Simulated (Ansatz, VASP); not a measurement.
**TiB5: VASP beside Ansatz**

INCAR

```
SYSTEM = TiB5
ALGO     = Normal         ! electronic algorithm
EDIFF    = 1E-6           ! SCF threshold, eV
EDIFFG   = -0.01          ! ionic threshold
ENCUT    = 600            ! plane-wave cutoff, eV
GGA      = PE             ! functional
IBRION   = 2              ! ionic algorithm
ISIF     = 3              ! what is computed and relaxed
ISMEAR   = 0              ! smearing method
LASPH    = .TRUE.         ! aspherical terms in the spheres
LCHARG   = .FALSE.        ! write CHGCAR
LREAL    = .FALSE.        ! projectors in reciprocal space
LWAVE    = .FALSE.        ! write WAVECAR
NELM     = 100            ! most SCF steps
NSW      = 100            ! ionic steps
PREC     = Accurate       ! precision mode
SIGMA    = 0.1            ! smearing width, eV
```

Contents of KPOINTS:

```
k-points
0
G
  12 12 12
  0 0 0
```

POSCAR

```
TiB5
1.0
    0.0000000000      2.8185619891      2.8185619891
    2.8185619891      0.0000000000      2.8185619891
    2.8185619891      2.8185619891      0.0000000000
Ti B
1 5
Direct
    0.0000000000      0.0000000000      0.0000000000
    0.7500000000      0.7500000000      0.7500000000
    0.3816076590      0.3816076590      0.8551770230
    0.3816076590      0.8551770230      0.3816076590
    0.3816076590      0.3816076590      0.3816076590
    0.8551770230      0.3816076590      0.3816076590
```

Input for Ansatz:

```yaml
crystal:
  lattice:
    - [0.0, 2.8185619891, 2.8185619891]
    - [2.8185619891, 0.0, 2.8185619891]
    - [2.8185619891, 2.8185619891, 0.0]
  atoms:
    - { symbol: Ti, position: [0.0, 0.0, 0.0] }
    - { symbol: B, position: [0.75, 0.75, 0.75] }
    - { symbol: B, position: [0.381607659, 0.381607659, 0.855177023] }
    - { symbol: B, position: [0.381607659, 0.855177023, 0.381607659] }
    - { symbol: B, position: [0.381607659, 0.381607659, 0.381607659] }
    - { symbol: B, position: [0.855177023, 0.381607659, 0.381607659] }
basis:
  ecutwfc: 420
kpoints:
  mp_grid: { grid: [12, 12, 12] }
hamiltonian:
  xc: pbe
scf:
  occupations: { method: gaussian, width: 0.1 }
output:
  forces: true
  stress: true
  eigenvalues: true
  write_density: true
  write_potential: true
  elf: true
  volumetric_format: npy
relax:
  adjacent_minimum: "off"
  f_tol: 0.01
  max_steps: 80
  cell: { stress_tol: 0.05 }
```

Change from the starting cell: species swapped into the TmCu5 type (F-43m, No. 216).

Alike in both runs: task relaxation of cell and atoms; functional PBE; k mesh 12 × 12 × 12; occupations gaussian, width 0.1 eV; no spin polarisation.

|  | VASP | Ansatz |
| --- | --- | --- |
| version | VASP 6.6.1 | Ansatz 0.2.0 |
| potentials or method | VASP PAW PBE potentials, release 64 (Ti_sv, B), cutoff 600 eV | scalar-relativistic, plane waves, PAW |
| valence electrons in the cell | 27 | 27 |

|  | VASP | Ansatz | Ansatz less VASP |
| --- | --- | --- | --- |
| gap on the k mesh at the Fermi level, each at its own relaxed structure (eV) | none | none | - |
| relaxed volume (Å³/atom) | 7.45 | 7.45 | +0.003 |
| relaxed cell length with the largest relative difference (Å) | 3.983 | 3.983 | +0.0006 |

A gap of «none» marks a metal or a gap that the smearing closes.
